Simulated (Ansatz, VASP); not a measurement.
## Zr: VASP beside Ansatz

```xyz
4
Lattice="5.0403 0.0000 0.0000 -2.5202 4.3651 0.0000 0.0000 0.0000 5.4245" Properties=species:S:1:pos:R:3 pbc="T T T"
Zr    0.0000    2.9100    2.7123
Zr    2.5202    1.4550    5.4245
Zr    2.5202    1.4550    2.7122
Zr    0.0000    2.9100    0.0000
```

Alike in both runs: functional PBEsol; k mesh 6 × 6 × 4; occupations gaussian, width 0.1 eV; no spin polarisation.

Ansatz relaxed the structure, and its values are those at the end. VASP's run is a single point on that final structure, the one shown.

```csv
,VASP,Ansatz
version,VASP 6.6.1,Ansatz 0.2.0
potentials or method,"VASP PAW PBE potentials, release 64 (Zr_sv), cutoff 520 eV","scalar-relativistic, plane waves, PAW"
valence electrons in the cell,48,48
```

|  | VASP | Ansatz | Ansatz less VASP |
| --- | --- | --- | --- |
| gap on the k mesh at the Fermi level (eV) | none | none | - |
| pressure (GPa) | 0.3 | 0.2 | -0.07 |

VASP's potentials were made for PBE, not for PBEsol. A gap of «none» marks a metal or a gap that the smearing closes. With one functional, cell and mesh, what is left measures potentials, basis and numerics.
